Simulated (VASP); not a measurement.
# Li (R-3m) in VASP: a series of runs

The runs below take Li through electric field gradients, with PBEsol.

All numbers are computed with VASP 6.6.1; they aren't measurements. Logs are shortened: lines on timing, memory, paths and dates and some standing lists are left out, and cuts for length are marked.

**1. The cell of the first run**

The structure is trigonal, space group R-3m (No. 166). The conventional cell has a = 3.101 Å, b = 3.101 Å, c = 22.082 Å, α = 90.00°, β = 90.00°, γ = 120.00°. Within 4.0 Å of Li (site symmetry -3m) lie 12 Li at 3.04 to 3.10 Å. Li (site symmetry 3m) has 12 Li at 3.03 to 3.10 Å within 4.0 Å.

**2. Electric field gradients, PBEsol (zz strain of -3 %)**

Contents of INCAR:

```
SYSTEM = Li
  ALGO = Normal
  EDIFF = 1E-8
  ENCUT = 520
  GGA = PS
  ISIF = 2
  ISMEAR = -1
  LASPH = .TRUE.
  LCHARG = .FALSE.
  LEFG = .TRUE.
  LREAL = .FALSE.
  LWAVE = .FALSE.
  NBANDS = 12
  NELM = 100
  PREC = Accurate
  SIGMA = 0.05
```

Contents of KPOINTS:

```
k-points
0
G
  12 12 12
  0 0 0
```

Contents of POSCAR:

```
Li
1.0
    1.5504989657      0.8951809952      7.3606510000
   -1.5504989657      0.8951809952      7.3606510000
    0.0000000000     -1.7903619905      7.3606510000
Li
3
Direct
    0.0000000000      0.0000000000      0.0000000000
    0.2220000000      0.2220000000      0.2220000000
    0.7780000000      0.7780000000      0.7780000000
```

Potentials or basis: VASP PAW PBE potentials, release 64 (Li_sv).

Command:

```sh
> cat potpaw_PBE.64/Li_sv/POTCAR > POTCAR
> mpirun -np 1 vasp_std > vasp.out
```

OUTCAR:

```text
SYSTEM = Li
   EDIFF = 1E-8
   ENCUT = 520
   GGA = PS
   ISIF = 2
   ISMEAR = -1
   LASPH = .TRUE.
   LREAL = .FALSE.
   NELM = 100
   PREC = Accurate

 ion  position               nearest neighbor table
   1  0.000  0.000  0.000-
   2  0.222  0.222  0.222-
   3  0.778  0.778  0.778-

  LATTYP: Found a trigonal (rhomboedric) cell.
 ALAT       =     7.5752609988
 COS(alpha) =     0.9162127848

  Lattice vectors:

 A1 = (   1.5504989657,   0.8951809952,   7.3606510000)
 A2 = (  -1.5504989657,   0.8951809952,   7.3606510000)
 A3 = (   0.0000000000,  -1.7903619905,   7.3606510000)

Analysis of symmetry for initial positions (statically):
=====================================================================
 Subroutine PRICEL returns:
 Original cell was already a primitive cell.

 Routine SETGRP: Setting up the symmetry group for a
 trigonal (rhombohedral) supercell.

 Subroutine GETGRP returns: Found 12 space group operations
 (whereof 12 operations were pure point group operations)
 out of a pool of 12 trial point group operations.

The static configuration has the point symmetry D_3d.

Analysis of symmetry for dynamics (positions and initial velocities):
=====================================================================
 Subroutine PRICEL returns:
 Original cell was already a primitive cell.

 Routine SETGRP: Setting up the symmetry group for a
 trigonal (rhombohedral) supercell.

 Subroutine GETGRP returns: Found 12 space group operations
 (whereof 12 operations were pure point group operations)
 out of a pool of 12 trial point group operations.

The dynamic configuration has the point symmetry D_3d.

 Subroutine INISYM returns: Found 12 space group operations
 (whereof 12 operations are pure point group operations),
 and found     1 'primitive' translations

----------------------------------------------------------------------------------------

                                     Primitive cell

[... 138 lines left out ...]

 E-fermi :   0.5832     XC(G=0):  -6.9981

 val. band max:        0.5720887023   @ k =  -0.2500   0.2500   0.2500
 cond. band min:       0.6011237014   @ k =  -0.1667   0.1667   0.1667
 fundamental gap:      0.0290349991
 Fermi energy:         0.5831518196

 k-point     1 :       0.0000    0.0000    0.0000
  band No.  band energies     occupation
      1     -45.3252      2.00000
      2     -45.3099      2.00000
      3     -45.3042      2.00000
      4      -2.9397      2.00000
      5      -0.9007      2.00000
      6      -0.8997      2.00000
      7       6.6458      0.00000
      8       6.6715      0.00000
      9      13.0161      0.00000
     10      13.0161      0.00000
     11      13.1742      0.00000
     12      13.1742      0.00000
[... 331 lines left out ...]
 k-point    24 :      -0.4167    0.1667    0.0000
  band No.  band energies     occupation
      1     -45.3091      2.00000
      2     -45.2991      2.00000
      3     -45.2969      2.00000
      4       0.8997      0.00355
      5       1.7076      0.00000
      6       2.0236      0.00000
      7       4.1819      0.00000
      8       4.4673      0.00000
      9       5.0767      0.00000
     10       6.9096      0.00000
     11       7.4302      0.00000
     12       9.3806      0.00000

 [... further k-points ...]

------------------------ aborting loop because EDIFF is reached ----------------------------------------

  FORCE on cell =-STRESS in cart. coord.  units (eV):
  Direction    XX          YY          ZZ          XY          YZ          ZX
  --------------------------------------------------------------------------------------
  -------------------------------------------------------------------------------------
  Total       -0.1557507     -0.1557507      0.0316745      0.0000000     -0.0000000      0.0000000
  in kB       -4.0709024     -4.0709024      0.8278855      0.0000000     -0.0000000      0.0000000
  external PRESSURE =      -2.4379731 kB  Pullay stress =       0.0000000 kB

 VOLUME and BASIS-vectors are now :
 -----------------------------------------------------------------------------
  energy-cutoff  :      520.00
  volume of cell :       61.30
      direct lattice vectors                 reciprocal lattice vectors
     1.550498966  0.895180995  7.360651000     0.322476836  0.186182088  0.045285849
    -1.550498966  0.895180995  7.360651000    -0.322476836  0.186182088  0.045285849
     0.000000000 -1.790361990  7.360651000     0.000000000 -0.372364176  0.045285849

 POSITION                                       TOTAL-FORCE (eV/Angst)
 -----------------------------------------------------------------------------------
      0.00000      0.00000      0.00000        -0.000000      0.000000     -0.000000
      0.00000     -0.00000      4.90219         0.000000     -0.000000      0.009716
      0.00000     -0.00000     17.17976         0.000000      0.000000     -0.009716
 -----------------------------------------------------------------------------------
    total drift:                                0.000000      0.000000      0.000000

  FREE ENERGIE OF THE ION-ELECTRON SYSTEM (eV)
  ---------------------------------------------------
  free  energy   TOTEN  =        -5.9106137968 eV

  energy  without entropy=       -5.9006386100  energy(sigma->0) =       -5.90562620

 Electric field gradients (V/A^2)
---------------------------------------------------------------------
 ion       V_xx      V_yy      V_zz      V_xy      V_xz      V_yz
---------------------------------------------------------------------
   1      -0.086    -0.086     0.173    -0.000    -0.000     0.000
   2      -0.097    -0.097     0.195    -0.000     0.000     0.000
   3      -0.097    -0.097     0.195     0.000     0.000     0.000
---------------------------------------------------------------------

 Electric field gradients after diagonalization (V/A^2)
 (convention: |V_zz| > |V_xx| > |V_yy|)
----------------------------------------------------------------------
 ion       V_xx      V_yy      V_zz     asymmetry (V_yy - V_xx)/ V_zz
----------------------------------------------------------------------
   1      -0.086    -0.086     0.173       0.000
   2      -0.097    -0.097     0.195       0.000
   3      -0.097    -0.097     0.195       0.000
----------------------------------------------------------------------

           NMR quadrupolar parameters

 Cq : quadrupolar parameter    Cq=e*Q*V_zz/h
 eta: asymmetry parameters     (V_yy - V_xx)/ V_zz
 Q  : nuclear electric quadrupole moment in mb (millibarn)
----------------------------------------------------------------------
 ion       Cq(MHz)       eta       Q (mb)
----------------------------------------------------------------------
   1       0.000       0.000       1.000
   2       0.000       0.000       1.000
   3       0.000       0.000       1.000
----------------------------------------------------------------------
```

It took 4.7 min on 1 thread of AMD EPYC 9R45 (Zen 5), shared host; peak memory 0.39 GiB.

What came out:

| Quantity | Value |
| --- | --- |
| Free energy | -5.9106 eV |
| Largest force | 0.010 eV/Å |
| Band gap on the k mesh | zero (an odd number of electrons rules out a gap without spin polarisation) |
| Largest electric field gradient by atom | Li +0.17, +0.20 (each value once) V/Å² |

Forces on the atoms (eV/Å):
```
Li   0.000  0.000  0.000
Li   0.000  0.000  0.010
Li   0.000  0.000 -0.010
```

Caveat: the cell differs from its parent crystal (zz strain of -3 %); the cutoff is under 1.25 times the usual one of these potentials, so pressure, stress and relaxed cells hold a basis-set (Pulay) error; without QUAD_EFG the Cq values of the log hold for a quadrupole moment of 1 mb, not for the nuclei; the PAW data sets were made with another functional, which shifts forces and pressure a little.

**3. Electric field gradients, PBEsol (zz strain of -1 %)**

Contents of INCAR:

```
SYSTEM = Li
PREC = Accurate
ENCUT = 520
EDIFF = 1E-8
ISMEAR = -1
SIGMA = 0.05
LREAL = .FALSE.
LASPH = .TRUE.
NELM = 100
ALGO = Normal
ISIF = 2
LWAVE = .FALSE.
LCHARG = .FALSE.
GGA = PS
LEFG = .TRUE.
NBANDS = 12
```

Contents of KPOINTS:

```
Automatic mesh
0
G
  12 12 12
  0 0 0
```

Contents of POSCAR:

```
Li
1.0
    1.5504989657      0.8951809952      7.5124170000
   -1.5504989657      0.8951809952      7.5124170000
    0.0000000000     -1.7903619905      7.5124170000
Li
3
Direct
    0.0000000000      0.0000000000      0.0000000000
    0.2220000000      0.2220000000      0.2220000000
    0.7780000000      0.7780000000      0.7780000000
```

Potentials or basis: VASP PAW PBE potentials, release 64 (Li_sv).

Command:

```sh
> cat potpaw_PBE.64/Li_sv/POTCAR > POTCAR
> mpirun -np 1 vasp_std > vasp.out
```

OUTCAR:

```text
SYSTEM = Li
   PREC = Accurate
   ENCUT = 520
   EDIFF = 1E-8
   ISMEAR = -1
   LREAL = .FALSE.
   LASPH = .TRUE.
   NELM = 100
   ISIF = 2
   GGA = PS

 ion  position               nearest neighbor table
   1  0.000  0.000  0.000-
   2  0.222  0.222  0.222-
   3  0.778  0.778  0.778-

  LATTYP: Found a trigonal (rhomboedric) cell.
 ALAT       =     7.7228107085
 COS(alpha) =     0.9193838271

  Lattice vectors:

 A1 = (   1.5504989657,   0.8951809952,   7.5124170000)
 A2 = (  -1.5504989657,   0.8951809952,   7.5124170000)
 A3 = (   0.0000000000,  -1.7903619905,   7.5124170000)

Analysis of symmetry for initial positions (statically):
=====================================================================
 Subroutine PRICEL returns:
 Original cell was already a primitive cell.

 Routine SETGRP: Setting up the symmetry group for a
 trigonal (rhombohedral) supercell.

 Subroutine GETGRP returns: Found 12 space group operations
 (whereof 12 operations were pure point group operations)
 out of a pool of 12 trial point group operations.

The static configuration has the point symmetry D_3d.

Analysis of symmetry for dynamics (positions and initial velocities):
=====================================================================
 Subroutine PRICEL returns:
 Original cell was already a primitive cell.

 Routine SETGRP: Setting up the symmetry group for a
 trigonal (rhombohedral) supercell.

 Subroutine GETGRP returns: Found 12 space group operations
 (whereof 12 operations were pure point group operations)
 out of a pool of 12 trial point group operations.

[... 513 lines left out ...]
     10       6.8066      0.00000
     11       7.3375      0.00000
     12       9.0748      0.00000

 [... further k-points ...]

------------------------ aborting loop because EDIFF is reached ----------------------------------------

  FORCE on cell =-STRESS in cart. coord.  units (eV):
  Direction    XX          YY          ZZ          XY          YZ          ZX
  --------------------------------------------------------------------------------------
  -------------------------------------------------------------------------------------
  Total       -0.1874714     -0.1874714     -0.2085484      0.0000000      0.0000000      0.0000000
  in kB       -4.8010077     -4.8010077     -5.3407747      0.0000000      0.0000000      0.0000000
  external PRESSURE =      -4.9809300 kB  Pullay stress =       0.0000000 kB

 VOLUME and BASIS-vectors are now :
 -----------------------------------------------------------------------------
  energy-cutoff  :      520.00
  volume of cell :       62.56
      direct lattice vectors                 reciprocal lattice vectors
     1.550498966  0.895180995  7.512417000     0.322476836  0.186182088  0.044370984
    -1.550498966  0.895180995  7.512417000    -0.322476836  0.186182088  0.044370984
     0.000000000 -1.790361990  7.512417000     0.000000000 -0.372364176  0.044370984

 POSITION                                       TOTAL-FORCE (eV/Angst)
 -----------------------------------------------------------------------------------
      0.00000      0.00000      0.00000         0.000000      0.000000      0.000000
      0.00000     -0.00000      5.00327         0.000000     -0.000000      0.009498
      0.00000     -0.00000     17.53398         0.000000      0.000000     -0.009498
 -----------------------------------------------------------------------------------
    total drift:                               -0.000000     -0.000000      0.000000

  FREE ENERGIE OF THE ION-ELECTRON SYSTEM (eV)
  ---------------------------------------------------
  free  energy   TOTEN  =        -5.9098485365 eV

  energy  without entropy=       -5.8991630624  energy(sigma->0) =       -5.90450580

 Electric field gradients (V/A^2)
---------------------------------------------------------------------
 ion       V_xx      V_yy      V_zz      V_xy      V_xz      V_yz
---------------------------------------------------------------------
   1      -0.054    -0.054     0.108    -0.000    -0.000     0.000
   2      -0.063    -0.063     0.126     0.000     0.000     0.000
   3      -0.063    -0.063     0.126     0.000     0.000     0.000
---------------------------------------------------------------------

 Electric field gradients after diagonalization (V/A^2)
 (convention: |V_zz| > |V_xx| > |V_yy|)
----------------------------------------------------------------------
 ion       V_xx      V_yy      V_zz     asymmetry (V_yy - V_xx)/ V_zz
----------------------------------------------------------------------
   1      -0.054    -0.054     0.108       0.000
   2      -0.063    -0.063     0.126       0.000
   3      -0.063    -0.063     0.126       0.000
----------------------------------------------------------------------

           NMR quadrupolar parameters

 Cq : quadrupolar parameter    Cq=e*Q*V_zz/h
 eta: asymmetry parameters     (V_yy - V_xx)/ V_zz
 Q  : nuclear electric quadrupole moment in mb (millibarn)
----------------------------------------------------------------------
 ion       Cq(MHz)       eta       Q (mb)
----------------------------------------------------------------------
   1       0.000       0.000       1.000
   2       0.000       0.000       1.000
   3       0.000       0.000       1.000
----------------------------------------------------------------------
```

Wall time 5.8 min (1 thread of AMD EPYC 9R45 (Zen 5), shared host); peak memory 0.47 GiB.

What came out:

- Free energy: -5.9098 eV
- Largest force: 0.009 eV/Å
- Band gap on the k mesh: zero (an odd number of electrons rules out a gap without spin polarisation)
- Largest electric field gradient by atom: Li +0.11, +0.13 (each value once) V/Å²

Forces in eV/Å, atoms in the order of the input:
```
Li   0.000  0.000  0.000
Li   0.000  0.000  0.009
Li   0.000  0.000 -0.009
```

Levels at points of the mesh, in eV from the Fermi level:
| k point | band 2 | band 3 | band 4 | band 5 | band 6 | band 7 | band 8 | band 9 |
| --- | --- | --- | --- | --- | --- | --- | --- | --- |
| (0.00, 0.00, 0.00) | -45.93 | -45.92 | -3.50 | -1.53 | -1.53 | 5.72 | 5.74 | 12.48 |
| (0.50, 0.00, 0.00) | -45.92 | -45.92 | -0.06 | 0.81 | 1.04 | 3.66 | 3.80 | 4.42 |
| (0.50, 0.50, 0.00) | -45.92 | -45.92 | 0.24 | 0.33 | 1.15 | 3.15 | 4.37 | 5.46 |
| (0.50, 0.50, 0.50) | -45.93 | -45.92 | -3.00 | -3.00 | 0.07 | 2.95 | 10.52 | 10.57 |

Caveat: the cell differs from its parent crystal (zz strain of -1 %); the cutoff is under 1.25 times the usual one of these potentials, so pressure, stress and relaxed cells hold a basis-set (Pulay) error; without QUAD_EFG the Cq values of the log hold for a quadrupole moment of 1 mb, not for the nuclei; the PAW data sets were made with another functional, which shifts forces and pressure a little.

[end of part 1 of 2]

The gap in the log of VASP goes by the Fermi energy; the results here count the filled bands.